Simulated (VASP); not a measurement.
Wanted: the native input for a VASP 6.6.1 run.

* Task: relaxation of cell and atoms
* Functional: LDA
* Potentials or basis: VASP PAW LDA potentials, release 64 (Zr_sv, Pt)
* Cutoff: 600 eV
* k mesh: 11 × 11 × 11
* Occupations: fermi-dirac, width 0.05 eV
* Spin: no spin polarisation
* Dipole correction: no
* Further INCAR settings: ALGO = Normal; EDIFF = 1e-06; IBRION = 2; EDIFFG = -0.01; NSW = 80; ISIF = 3

The structure of ZrPt3 lies in POSCAR:

```
ZrPt3
1.0
    3.9900000000      0.0000000000      0.0000000000
    0.0000000000      3.9900000000      0.0000000000
    0.0000000000      0.0000000000      3.9900000000
Zr Pt
1 3
Direct
    0.0000000000      0.0000000000      0.0000000000
    0.0000000000      0.5000000000      0.5000000000
    0.5000000000      0.0000000000      0.5000000000
    0.5000000000      0.5000000000      0.0000000000
```

One way to write it, as run:

INCAR

```
PREC = Accurate ; ENCUT = 600
EDIFF = 1E-6 ; ISMEAR = -1
SIGMA = 0.05 ; LREAL = F
LASPH = T ; NELM = 80
ALGO = Normal ; ISIF = 3
LWAVE = F ; LCHARG = F
IBRION = 2 ; NSW = 80
EDIFFG = -0.01
```

KPOINTS

```
regular mesh
0
Gamma
  11 11 11
```

Potentials or basis: VASP PAW LDA potentials, release 64 (Zr_sv, Pt).

Launch:

```sh
$ cat potpaw_LDA.64/Zr_sv/POTCAR potpaw_LDA.64/Pt/POTCAR > POTCAR
$ mpirun -np 1 vasp_std > vasp.out
```

Results of the run:

```json
{"Relaxed volume": "15.71 Å³/atom", "Relaxed cell": "a = 3.976 Å, b = 3.976 Å, c = 3.976 Å, α = 90.00°, β = 90.00°, γ = 90.00°", "Space group after relaxing (to 0.1 Å)": "Pm-3m (No. 221)", "Energy gained by relaxing": "1.5 meV/atom", "Ionic steps": "3", "Pressure after relaxing": "0.0 GPa", "Band gap on the k mesh": "zero (bands 21 and 22 overlap by 1.57 eV)"}
```

Caveat: spin-orbit coupling is left out, which moves the levels of the heavy elements.

It took 68 s on 1 thread of Intel(R) Xeon(R) 6975P-C (Granite Rapids) (shared host), peak memory 0.23 GiB.
